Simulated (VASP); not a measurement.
# HgTe (I-4m2) in VASP: a series of runs

HgTe is run at these levels: r2SCAN, HSE06; tasks: single point.

Program: VASP 6.6.1. These are calculated values, not measurements. Logs are shortened: lines on timing, memory, paths and dates and some standing lists are left out, and cuts for length are marked.

## 1. The cell of the first run

The structure is tetragonal, space group I-4m2 (No. 119). Conventional cell: a = 4.838 Å, b = 4.838 Å, c = 6.192 Å, α = 90.00°, β = 90.00°, γ = 90.00°. Within 3.8 Å of Hg (site symmetry -4m2) lie 4 Te at 2.87 Å. Within 3.8 Å of Te (site symmetry -4m2) lie 4 Hg at 2.87 Å.

## 2. Single point, r2SCAN (epitaxial xy strain +4.0%)

Contents of POSCAR:

```
HgTe
1.0
    0.0000000000      3.4207242017      3.0958449534
    3.4207242017      0.0000000000      3.0958449534
    3.4207242017      3.4207242017      0.0000000000
Hg Te
1 1
Direct
    0.0000000000      0.0000000000      0.0000000000
    0.2500000000      0.2500000000      0.2500000000
```

Contents of INCAR.step1:

```
PREC = Accurate ; ENCUT = 520
ISMEAR = -1 ; SIGMA = 0.02
LREAL = F ; LASPH = T
NELM = 100 ; NBANDS = 16
GGA = PE ; ALGO = Normal
EDIFF = 1E-4 ; LWAVE = T
LCHARG = F
```

Contents of INCAR.step2:

```
PREC = Accurate ; ENCUT = 520
EDIFF = 1E-6 ; ISMEAR = -1
SIGMA = 0.02 ; LREAL = F
LASPH = T ; NELM = 100
ALGO = Normal ; ISIF = 2
LWAVE = F ; LCHARG = F
METAGGA = R2SCAN ; LMIXTAU = T
NBANDS = 16 ; ISTART = 1
```

Contents of KPOINTS:

```
Automatic mesh
0
Gamma
  6 6 6
```

Potentials or basis: VASP PAW PBE potentials, release 64 (Hg, Te).

The run is started by

```console
$ cat potpaw_PBE.64/Hg/POTCAR potpaw_PBE.64/Te/POTCAR > POTCAR
$ cp INCAR.step1 INCAR
$ mpirun -np 1 vasp_std > vasp.out
$ cp INCAR.step2 INCAR
$ mpirun -np 1 vasp_std > vasp.out
```

OUTCAR:

```text
PREC = Accurate
   ENCUT = 520
   EDIFF = 1E-6
   ISMEAR = -1
   LREAL = F
   LASPH = T
   NELM = 100
   ISIF = 2
   METAGGA = R2SCAN
   ISTART = 1

 ion  position               nearest neighbor table
   1  0.000  0.000  0.000-   2 2.87   2 2.87   2 2.87   2 2.87
   2  0.250  0.250  0.250-   1 2.87   1 2.87   1 2.87   1 2.87

  LATTYP: Found a body centered tetragonal cell.
 ALAT       =     4.8376345592
 C/A-ratio  =     1.2799002965

  Lattice vectors:

 A1 = (   0.0000000000,  -3.4207242017,  -3.0958449534)
 A2 = (   0.0000000000,   3.4207242017,  -3.0958449534)
 A3 = (   3.4207242017,   0.0000000000,   3.0958449534)

Analysis of symmetry for initial positions (statically):
=====================================================================
 Subroutine PRICEL returns:
 Original cell was already a primitive cell.

 Routine SETGRP: Setting up the symmetry group for a
 body centered tetragonal supercell.

 Subroutine GETGRP returns: Found  8 space group operations
 (whereof  8 operations were pure point group operations)
 out of a pool of 16 trial point group operations.

The static configuration has the point symmetry D_2d.

Analysis of symmetry for dynamics (positions and initial velocities):
=====================================================================
 Subroutine PRICEL returns:
 Original cell was already a primitive cell.

 Routine SETGRP: Setting up the symmetry group for a
 body centered tetragonal supercell.

 Subroutine GETGRP returns: Found  8 space group operations
 (whereof  8 operations were pure point group operations)
 out of a pool of 16 trial point group operations.

The dynamic configuration has the point symmetry D_2d.

 Subroutine INISYM returns: Found  8 space group operations
 (whereof  8 operations are pure point group operations),
 and found     1 'primitive' translations

----------------------------------------------------------------------------------------

                                     Primitive cell

  volume of cell :      72.4512

  direct lattice vectors                    reciprocal lattice vectors
     0.000000000  3.420724202  3.095844953    -0.146167879  0.146167879  0.161506796
     3.420724202  0.000000000  3.095844953     0.146167879 -0.146167879  0.161506796
     3.420724202  3.420724202  0.000000000     0.146167879  0.146167879 -0.161506796
[... 76 lines left out ...]
   ISTART =      1    job   : 0-new  1-cont  2-samecut
   ICHARG =      0    charge: 1-file 2-atom 10-const
   ISPIN  =      1    spin polarized calculation?
   LNONCOLLINEAR =      F non collinear calculations
   LSORBIT =      F    spin-orbit coupling
   LASPH  =      T    aspherical Exc in radial PAW
   ENCUT  =  520.0 eV  38.22 Ry    6.18 a.u.   8.58  8.58  8.99*2*pi/ulx,y,z
   NELM   =    100;   NELMIN=  2; NELMDL=  0     # of ELM steps
   EDIFF  = 0.1E-05   stopping-criterion for ELM
   LREAL  =      F    real-space projection
   EDIFFG = 0.1E-04   stopping-criterion for IOM
   NSW    =      0    number of steps for IOM
   IBRION =     -1    ionic relax: 0-MD 1-quasi-New 2-CG
   NFREE  =      0    steps in history (QN), initial steepest desc. (CG)
   ISIF   =      2    stress and relaxation
   ISYM   =      2    0-nonsym 1-usesym 2-fastsym
   POTIM  = 0.5000    time-step for ionic-motion
   TEBEG  =    0.0;   TEEND  =   0.0 temperature during run
   PSTRESS=    0.0 pullay stress
   NELECT =      18.0000    total number of electrons
   NUPDOWN=      -1.0000    fix difference up-down
   EMIN   =  10.00;   EMAX   =-10.00  energy-range for DOS
   EFERMI =   0.00;   METHOD = LEGACY
   ISMEAR =    -1;   SIGMA  =   0.02  broadening in eV -4-tet -1-fermi 0-gaus
   EFERMI_NEDOS =   21; number of points for ismear=-14 and -15
   IALGO  =     38    algorithm
   IMIX   =      4    mixing-type and parameters
     AMIX     =   0.40;   BMIX     =  1.00
     AMIX_MAG =   1.60;   BMIX_MAG =  1.00
  volume/ion in A,a.u.               =      36.23       244.46
  Fermi-wavevector in a.u.,A,eV,Ry     =   1.029162  1.944835 14.410953  1.059175
  Thomas-Fermi vector in A             =   2.163196
   LORBIT       =      0    0 simple, 1 ext, 2 COOP (PROOUT), +10 PAW based schemes
   METAGGA = R2SCAN    functional components
   LHFCALC =     F    Hartree Fock is set to
   AEXX    =    0.0000 exact exchange contribution
   IVDW    =     0    specifies the selected vdW correction
   LEPSILON=     F    determine dielectric tensor
   LRPA    =     F    only Hartree local field effects (RPA)
 non-spin polarized calculation
  energy-cutoff  :      520.00
  volume of cell :       72.45
 maximum number of plane-waves:      1971
 NGX is ok and might be reduce to    36
   NGX = 17   NGY = 17   NGZ = 17

 number of electron      18.0000000 magnetization

 Free energy of the ion-electron system (eV)
  ---------------------------------------------------
  ext. energy  EPLUGINS =         0.00000000
  ---------------------------------------------------
  free energy    TOTEN  =       -75.13184818 eV

  energy without entropy =      -75.13184150  energy(sigma->0) =      -75.13184484

 E-fermi :   2.1710     XC(G=0):  -8.9851

 val. band max:        2.0260789412   @ k =   0.0000   0.0000   0.0000
 cond. band min:       2.2928885050   @ k =   0.0000   0.0000   0.0000
 fundamental gap:      0.2668095638
 Fermi energy:         2.1709565827

 k-point     1 :       0.0000    0.0000    0.0000
  band No.  band energies     occupation
      1      -9.7447      2.00000
      2      -5.0912      2.00000
      3      -5.0912      2.00000
      4      -5.0753      2.00000
      5      -4.6380      2.00000
      6      -4.5895      2.00000
[... 433 lines left out ...]
      3      -4.8255      2.00000
      4      -4.7396      2.00000
      5      -4.5838      2.00000
      6      -4.3346      2.00000
[... 8 lines left out ...]
     15      12.6941      0.00000
     16      13.8220      0.00000

 [... further k-points ...]
[... 5 lines left out ...]
  --------------------------------------------------------------------------------------
  -------------------------------------------------------------------------------------
  Total       -0.5541882     -0.5541882      0.0234770      0.0000000      0.0000000      0.0000000
  in kB      -12.2552592    -12.2552592      0.5191685      0.0000000      0.0000000      0.0000000
  external PRESSURE =      -7.9971167 kB  Pullay stress =       0.0000000 kB

 VOLUME and BASIS-vectors are now :
 -----------------------------------------------------------------------------
  energy-cutoff  :      520.00
  volume of cell :       72.45
      direct lattice vectors                 reciprocal lattice vectors
     0.000000000  3.420724202  3.095844953    -0.146167879  0.146167879  0.161506796
     3.420724202  0.000000000  3.095844953     0.146167879 -0.146167879  0.161506796
     3.420724202  3.420724202  0.000000000     0.146167879  0.146167879 -0.161506796

 POSITION                                       TOTAL-FORCE (eV/Angst)
 -----------------------------------------------------------------------------------
      0.00000      0.00000      0.00000         0.000000      0.000000      0.000000
      1.71036      1.71036      1.54792        -0.000000     -0.000000     -0.000000
 -----------------------------------------------------------------------------------
    total drift:                               -0.000001     -0.000001      0.000001

  FREE ENERGIE OF THE ION-ELECTRON SYSTEM (eV)
  ---------------------------------------------------
  free  energy   TOTEN  =       -75.1318481751 eV

  energy  without entropy=      -75.1318415009  energy(sigma->0) =      -75.13184484
```

OUTCAR.step1:

```text
PREC = Accurate
   ENCUT = 520
   ISMEAR = -1
   LREAL = F
   LASPH = T
   NELM = 100
[... 676 lines left out ...]
 -----------------------------------------------------------------------------------
      0.00000      0.00000      0.00000         0.000000      0.000000     -0.000000
      1.71036      1.71036      1.54792        -0.000000     -0.000000      0.000000
 -----------------------------------------------------------------------------------
    total drift:                               -0.000000     -0.000000      0.000000

  FREE ENERGIE OF THE ION-ELECTRON SYSTEM (eV)
  ---------------------------------------------------
  free  energy   TOTEN  =        -3.6205502917 eV

  energy  without entropy=       -3.6205422580  energy(sigma->0) =       -3.62054627
```

OSZICAR.step1:

```text
N       E                     dE             d eps       ncg     rms          rms(c)
DAV:   1     0.104485278001E+03    0.10449E+03   -0.78574E+03   968   0.960E+02
DAV:   2    -0.174376199649E+00   -0.10466E+03   -0.98481E+02  1136   0.226E+02
DAV:   3    -0.379179929025E+01   -0.36174E+01   -0.36098E+01  1184   0.434E+01
DAV:   4    -0.382713260240E+01   -0.35333E-01   -0.35331E-01  1472   0.382E+00
DAV:   5    -0.382721800961E+01   -0.85407E-04   -0.85407E-04  1256   0.181E-01    0.650E+00
DAV:   6    -0.362746936567E+01    0.19975E+00   -0.39089E-01  1144   0.801E+00    0.527E+00
DAV:   7    -0.362100158612E+01    0.64678E-02   -0.88020E-02  1096   0.197E+00    0.207E+00
DAV:   8    -0.362052791463E+01    0.47367E-03   -0.88157E-03  1104   0.104E+00    0.466E-01
DAV:   9    -0.362055029166E+01   -0.22377E-04   -0.71681E-04  1272   0.296E-01
   1 F= -.36205503E+01 E0= -.36205463E+01  d E =-.803370E-05
```

Wall time 56 s (1 thread of Intel Xeon 6975P-C (Granite Rapids), shared host); peak memory 0.23 GiB.

What came out:

| Item | Value |
| --- | --- |
| Free energy | -75.1318 eV |
| Pressure | -0.8 GPa |
| Band gap on the k mesh | 0.27 eV |

Caveat: the cell differs from its parent crystal (epitaxial xy strain +4.0%); the PAW data sets were made with another functional, which shifts forces and pressure a little; spin-orbit coupling is left out, which moves the levels of the heavy elements.

## 3. Single point, HSE06 (epitaxial xy strain -4.0%)

Contents of POSCAR:

```
HgTe
1.0
    0.0000000000      3.1575915708      3.4654980869
    3.1575915708      0.0000000000      3.4654980869
    3.1575915708      3.1575915708      0.0000000000
Hg Te
1 1
Direct
    0.0000000000      0.0000000000      0.0000000000
    0.2500000000      0.2500000000      0.2500000000
```

Contents of INCAR.step1:

```
SYSTEM = HgTe
PREC     = Accurate       ! precision mode
ENCUT    = 520            ! plane-wave cutoff, eV
EDIFF    = 1E-5           ! SCF threshold, eV
ISMEAR   = -1             ! smearing method
SIGMA    = 0.02           ! smearing width, eV
LREAL    = .FALSE.        ! projectors in reciprocal space
LASPH    = .TRUE.         ! aspherical terms in the spheres
NELM     = 80             ! most SCF steps
ALGO     = Normal         ! electronic algorithm
ISIF     = 2              ! what is computed and relaxed
LWAVE    = .TRUE.         ! write WAVECAR
LCHARG   = .FALSE.        ! write CHGCAR
GGA      = PE             ! functional
NBANDS   = 16             ! bands
```

Contents of INCAR.step2:

```
SYSTEM = HgTe
PREC     = Accurate       ! precision mode
ENCUT    = 520            ! plane-wave cutoff, eV
EDIFF    = 1E-6           ! SCF threshold, eV
ISMEAR   = -1             ! smearing method
SIGMA    = 0.02           ! smearing width, eV
LREAL    = .FALSE.        ! projectors in reciprocal space
LASPH    = .TRUE.         ! aspherical terms in the spheres
NELM     = 80             ! most SCF steps
ALGO     = Normal         ! electronic algorithm
ISIF     = 2              ! what is computed and relaxed
LWAVE    = .FALSE.        ! write WAVECAR
LCHARG   = .FALSE.        ! write CHGCAR
GGA      = PE             ! functional
LHFCALC  = .TRUE.         ! exact exchange
HFSCREEN = 0.2079         ! screening, 1/A
PRECFOCK = Normal       
ISTART   = 1            
NBANDS   = 16             ! bands
```

Contents of KPOINTS:

```
regular mesh
0
G
  4 4 4
  0 0 0
```

Potentials or basis: VASP PAW PBE potentials, release 64 (Hg, Te).

The run is started by

```console
$ cat potpaw_PBE.64/Hg/POTCAR potpaw_PBE.64/Te/POTCAR > POTCAR
$ cp INCAR.step1 INCAR
$ mpirun -np 1 vasp_std > vasp.out
$ cp INCAR.step2 INCAR
$ mpirun -np 1 vasp_std > vasp.out
```

Wall time 9.9 min (1 thread of Intel Xeon 6975P-C (Granite Rapids), shared host); peak memory 0.32 GiB.

It converged, with:

```yaml
Free_energy: -4.6383 eV
Pressure: 1.2 GPa
Band_gap_on_the_k_mesh: zero (filled and empty bands touch)
```

Stress tensor (GPa, compression positive):
```
1.80 0.00 0.00
0.00 1.80 0.00
0.00 0.00 0.04
```

Levels at points of the mesh, in eV from the Fermi level:
| k point | band 5 | band 6 | band 7 | band 8 | band 9 | band 10 | band 11 | band 12 | band 13 | band 14 |
| --- | --- | --- | --- | --- | --- | --- | --- | --- | --- | --- |
| (0.00, 0.00, 0.00) | -7.96 | -7.91 | -0.42 | -0.34 | 0.00 | 0.00 | 4.96 | 4.96 | 4.97 | 7.27 |
| (0.50, 0.00, 0.00) | -7.92 | -7.59 | -5.82 | -1.38 | -0.90 | 1.17 | 5.54 | 6.02 | 7.63 | 8.65 |
| (0.50, 0.50, 0.00) | -7.87 | -7.55 | -6.14 | -2.19 | -2.19 | 2.95 | 3.31 | 8.59 | 9.78 | 9.78 |
| (0.50, 0.00, 0.50) | -7.89 | -7.38 | -5.65 | -2.70 | -2.46 | 2.24 | 2.89 | 9.15 | 9.33 | 9.68 |

Caveat: the k points lie up to 0.42 Å⁻¹ apart; the cell differs from its parent crystal (epitaxial xy strain -4.0%); the PAW data sets were made with another functional, which shifts forces and pressure a little; spin-orbit coupling is left out, which moves the levels of the heavy elements.

## 4. Single point, HSE06 (epitaxial xy strain +4.0%)

Contents of POSCAR:

```
HgTe
1.0
    0.0000000000      3.4207242017      3.0958449534
    3.4207242017      0.0000000000      3.0958449534
    3.4207242017      3.4207242017      0.0000000000
Hg Te
1 1
Direct
    0.0000000000      0.0000000000      0.0000000000
    0.2500000000      0.2500000000      0.2500000000
```

Contents of INCAR.step1:

```
SYSTEM = HgTe
  PREC = Accurate
  ENCUT = 520
  EDIFF = 1E-5
  ISMEAR = -1
  SIGMA = 0.02
  LREAL = .FALSE.
  LASPH = .TRUE.
  NELM = 60
  ALGO = Normal
  ISIF = 2
  LWAVE = .TRUE.
  NBANDS = 16
  GGA = PE
```

Contents of INCAR.step2:

```
SYSTEM = HgTe
  PREC = Accurate
  ENCUT = 520
  EDIFF = 1E-6
  ISMEAR = -1
  SIGMA = 0.02
  LREAL = .FALSE.
  LASPH = .TRUE.
  NELM = 60
  ALGO = Normal
  ISIF = 2
  LWAVE = .FALSE.
  LCHARG = .TRUE.
  GGA = PE
  LHFCALC = .TRUE.
  HFSCREEN = 0.2079
  PRECFOCK = Normal
  LELF = .TRUE.
  LVHAR = .TRUE.
  NBANDS = 16
  ISTART = 1
```

Contents of KPOINTS:

```
Automatic mesh
0
G
  4 4 4
  0 0 0
```

The run is started by

```console
$ cat potpaw_PBE.64/Hg/POTCAR potpaw_PBE.64/Te/POTCAR > POTCAR
$ cp INCAR.step1 INCAR
$ mpirun -np 1 vasp_std > vasp.out
$ cp INCAR.step2 INCAR
$ mpirun -np 1 vasp_std > vasp.out
```

It took 9.3 min on 1 thread of Intel Xeon 6975P-C (Granite Rapids), shared host; peak memory 0.33 GiB.

The run converged. Its results:

| Item | Value |
| --- | --- |
| Free energy | -4.6469 eV |
| Pressure | -0.8 GPa |
| Band gap on the k mesh | 0.32 eV |

Stress tensor (GPa, compression positive):
```
-1.23  0.00  0.00
 0.00 -1.23  0.00
 0.00  0.00  0.17
```

Levels at points of the mesh, in eV from the valence-band top:
| k point | band 6 | band 7 | band 8 | band 9 | band 10 | band 11 | band 12 | band 13 |
| --- | --- | --- | --- | --- | --- | --- | --- | --- |
| (0.00, 0.00, 0.00) | -7.47 | -0.22 | 0.00 | 0.00 | 0.32 | 5.28 | 5.30 | 5.30 |
| (0.50, 0.00, 0.00) | -7.18 | -5.25 | -1.01 | -0.59 | 1.42 | 5.76 | 6.35 | 7.86 |
| (0.50, 0.50, 0.00) | -6.94 | -4.97 | -2.27 | -2.27 | 2.24 | 3.17 | 9.47 | 9.83 |
| (0.50, 0.00, 0.50) | -7.11 | -5.44 | -1.96 | -1.74 | 2.98 | 3.51 | 8.82 | 9.36 |

Caveat: the cell differs from its parent crystal (epitaxial xy strain +4.0%); the PAW data sets were made with another functional, which shifts forces and pressure a little; spin-orbit coupling is left out, which moves the levels of the heavy elements.

(Continued in part 2 of 2.)
